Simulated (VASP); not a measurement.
# CaF2 (Fm-3m) in VASP: a series of runs, part 2 of 2

VASP 6.6.1.

**3. Single point, PBE**

This run uses another cell than the first one, of 14.01 Å³/atom, 1.005 times its volume.

Input file INCAR:

```
SYSTEM = CaF2
PREC     = Accurate       ! precision mode
ENCUT    = 600            ! plane-wave cutoff, eV
EDIFF    = 1E-6           ! SCF threshold, eV
ISMEAR   = 0              ! smearing method
SIGMA    = 0.15           ! smearing width, eV
LREAL    = .False.        ! projectors in reciprocal space
LASPH    = .True.         ! aspherical terms in the spheres
NELM     = 120            ! most SCF steps
ALGO     = Normal         ! electronic algorithm
ISIF     = 2              ! what is computed and relaxed
LWAVE    = .False.        ! write WAVECAR
LCHARG   = .True.         ! write CHGCAR
GGA      = PE             ! functional
LELF     = .True.         ! ELF
LVHAR    = .True.       
NBANDS   = 19             ! bands
GGA_COMPAT= .False.
```

Input file KPOINTS:

```
Automatic mesh
0
Gamma
  4 4 4
  0 0 0
```

Input file POSCAR:

```
CaF2
1.0
    0.0000000000      2.7596016238      2.7596016238
    2.7596016238      0.0000000000      2.7596016238
    2.7596016238      2.7596016238      0.0000000000
Ca F
1 2
Direct
    0.0000000000      0.0000000000      0.0000000000
    0.2500000000      0.2500000000      0.2500000000
    0.7500000000      0.7500000000      0.7500000000
```

Potentials or basis: VASP PAW PBE potentials, release 64 (Ca_sv, F).

Started as:

```bash
$ cat potpaw_PBE.64/Ca_sv/POTCAR potpaw_PBE.64/F/POTCAR > POTCAR
$ mpirun -np 1 vasp_std > vasp.out
```

Run time: 15 s. Hardware: 1 thread of Intel Xeon Platinum 8375C at 2.90GHz (Ice Lake), shared host; peak memory 0.17 GiB.

It converged, with:

| Property | Result |
| --- | --- |
| Free energy | -17.3453 eV |
| Pressure | -0.2 GPa |
| Band gap on the k mesh | 7.10 eV, indirect (least direct gap 7.35 eV) |

Levels at points of the mesh, in eV from the valence-band top:
```tsv
k point	band 8	band 9	band 10	band 11	band 12	band 13	band 14	band 15	band 16	band 17
(0.00, 0.00, 0.00)	-2.01	-2.01	-0.25	-0.25	-0.25	7.10	9.04	9.04	10.98	10.98
(0.50, 0.00, 0.00)	-1.44	-1.25	-1.20	-0.81	-0.81	9.24	9.24	9.54	10.57	10.73
(0.50, 0.50, 0.00)	-1.60	-1.60	-0.35	-0.35	0.00	8.03	9.34	9.91	10.66	10.66
```

Caveat: the k points lie up to 0.49 Å⁻¹ apart. A k mesh can miss the band edges.

**4. Single point, PBE**

Input file INCAR:

```
SYSTEM = CaF2
PREC = Accurate ; ENCUT = 600
EDIFF = 1E-6 ; ISMEAR = 0
SIGMA = 0.1 ; LREAL = .False.
LASPH = .True. ; NELM = 120
ALGO = Normal ; ISIF = 2
LWAVE = .False. ; LCHARG = .False.
GGA = PE ; NBANDS = 19
GGA_COMPAT = .False.
```

Input file KPOINTS:

```
regular mesh
0
Gamma
  6 6 6
  0 0 0
```

Input file POSCAR:

```
CaF2
1.0
    0.0000000000      2.7547510357      2.7547510357
    2.7547510357      0.0000000000      2.7547510357
    2.7547510357      2.7547510357      0.0000000000
Ca F
1 2
Direct
    0.5000000000      0.5000000000      0.5000000000
    0.2500000000      0.2500000000      0.2500000000
    0.7500000000      0.7500000000      0.7500000000
```

Potentials or basis: VASP PAW PBE potentials, release 64 (Ca_sv, F).

Started as:

```bash
$ cat potpaw_PBE.64/Ca_sv/POTCAR potpaw_PBE.64/F/POTCAR > POTCAR
$ mpirun -np 1 vasp_std > vasp.out
```

OUTCAR:

```text
SYSTEM = CaF2
   PREC = Accurate
   ENCUT = 600
   EDIFF = 1E-6
   ISMEAR = 0
   LREAL = .False.
   LASPH = .True.
   NELM = 120
   ISIF = 2
   GGA = PE

 ion  position               nearest neighbor table
   1  0.500  0.500  0.500-   2 2.39   2 2.39   2 2.39   2 2.39   3 2.39   3 2.39   3 2.39   3 2.39

   2  0.250  0.250  0.250-   1 2.39   1 2.39   1 2.39   1 2.39
   3  0.750  0.750  0.750-   1 2.39   1 2.39   1 2.39   1 2.39

  LATTYP: Found a face centered cubic cell.
 ALAT       =     5.5095020714

  Lattice vectors:

 A1 = (   0.0000000000,   2.7547510357,   2.7547510357)
 A2 = (   2.7547510357,   0.0000000000,   2.7547510357)
 A3 = (   2.7547510357,   2.7547510357,   0.0000000000)

Analysis of symmetry for initial positions (statically):
=====================================================================
 Subroutine PRICEL returns:
 Original cell was already a primitive cell.

 Routine SETGRP: Setting up the symmetry group for a
 face centered cubic supercell.

 Subroutine GETGRP returns: Found 48 space group operations
 (whereof 48 operations were pure point group operations)
 out of a pool of 48 trial point group operations.
[... 153 lines left out ...]

  energy without entropy =      -17.34464611  energy(sigma->0) =      -17.34464611

 E-fermi :  -0.5278     XC(G=0):  -9.5031

 val. band max:       -1.1081869069   @ k =   0.5000   0.5000   0.0000
 cond. band min:       6.0194355544   @ k =   0.0000   0.0000   0.0000
 fundamental gap:      7.1276224612
 Fermi energy:        -0.5277675295

 k-point     1 :       0.0000    0.0000    0.0000
  band No.  band energies     occupation
      1     -37.2583      2.00000
      2     -20.9799      2.00000
      3     -20.2476      2.00000
      4     -18.1973      2.00000
      5     -18.1973      2.00000
      6     -18.1973      2.00000
[... 329 lines left out ...]
      6     -17.7126      2.00000
[... 11 lines left out ...]
     18      13.1960      0.00000
     19      13.2152      0.00000

------------------------ aborting loop because EDIFF is reached ----------------------------------------

  FORCE on cell =-STRESS in cart. coord.  units (eV):
  Direction    XX          YY          ZZ          XY          YZ          ZX
  --------------------------------------------------------------------------------------
  -------------------------------------------------------------------------------------
  Total        0.0649170      0.0649170      0.0649170      0.0000000      0.0000000     -0.0000000
  in kB        2.4876654      2.4876654      2.4876654      0.0000000      0.0000000     -0.0000000
  external PRESSURE =       2.4876654 kB  Pullay stress =       0.0000000 kB

 VOLUME and BASIS-vectors are now :
 -----------------------------------------------------------------------------
  energy-cutoff  :      600.00
  volume of cell :       41.81
      direct lattice vectors                 reciprocal lattice vectors
     0.000000000  2.754751036  2.754751036    -0.181504606  0.181504606  0.181504606
     2.754751036  0.000000000  2.754751036     0.181504606 -0.181504606  0.181504606
     2.754751036  2.754751036  0.000000000     0.181504606  0.181504606 -0.181504606

 POSITION                                       TOTAL-FORCE (eV/Angst)
 -----------------------------------------------------------------------------------
      2.75475      2.75475      2.75475        -0.000000     -0.000000      0.000000
      1.37738      1.37738      1.37738         0.000000      0.000000      0.000000
      4.13213      4.13213      4.13213        -0.000000     -0.000000     -0.000000
 -----------------------------------------------------------------------------------
    total drift:                               -0.000000     -0.000000      0.000000

  FREE ENERGIE OF THE ION-ELECTRON SYSTEM (eV)
  ---------------------------------------------------
  free  energy   TOTEN  =       -17.3446461144 eV

  energy  without entropy=      -17.3446461144  energy(sigma->0) =      -17.34464611
```

stdout:

```text
POSCAR found type information on POSCAR CaF
 POSCAR found :  2 types and       3 ions
 scaLAPACK will be used
 LDA part: xc-table for (Slater+PW92), standard interpolation
 POSCAR, INCAR and KPOINTS ok, starting setup
 FFT: planning ... GRIDC
 FFT: planning ... GRID_SOFT
 FFT: planning ... GRID
 WAVECAR not read
 entering main loop
```

Run time: 17 s. Hardware: 1 thread of Intel Xeon Platinum 8375C at 2.90GHz (Ice Lake), shared host; peak memory 0.17 GiB.

What came out:

- Free energy: -17.3446 eV
- Pressure: 0.2 GPa
- Band gap on the k mesh: 7.13 eV, indirect (least direct gap 7.38 eV)

Levels at points of the mesh, in eV from the valence-band top:
```
           k point  band 10  band 11  band 12  band 13  band 14  band 15
(0.00, 0.00, 0.00)    -0.25    -0.25    -0.25     7.13     9.07     9.07
(0.50, 0.00, 0.00)    -1.20    -0.82    -0.82     9.27     9.27     9.58
(0.50, 0.50, 0.00)    -0.35    -0.35     0.00     8.04     9.37     9.94
```

**5. Summary**

```tsv
cell	k mesh	smearing	gap on the mesh (eV)	pressure (GPa)
a = 3.896 Å, angles 60.0°, 3 atoms	4 × 4 × 4	gaussian 0.15 eV	7.13	0.2
a = 3.903 Å, angles 60.0°, 3 atoms	4 × 4 × 4	gaussian 0.15 eV	7.10	-0.2
a = 3.896 Å, angles 60.0°, 3 atoms	6 × 6 × 6	gaussian 0.1 eV	7.13	0.2
```

Alike in all rows: task single point; level PBE; potentials or basis VASP PAW PBE potentials, release 64 (Ca_sv, F); no spin polarisation; cutoff (eV) 600.

Caveats: some runs use coarse meshes.

Total energies depend on the potentials used, so only differences within one code and one set of settings carry meaning.
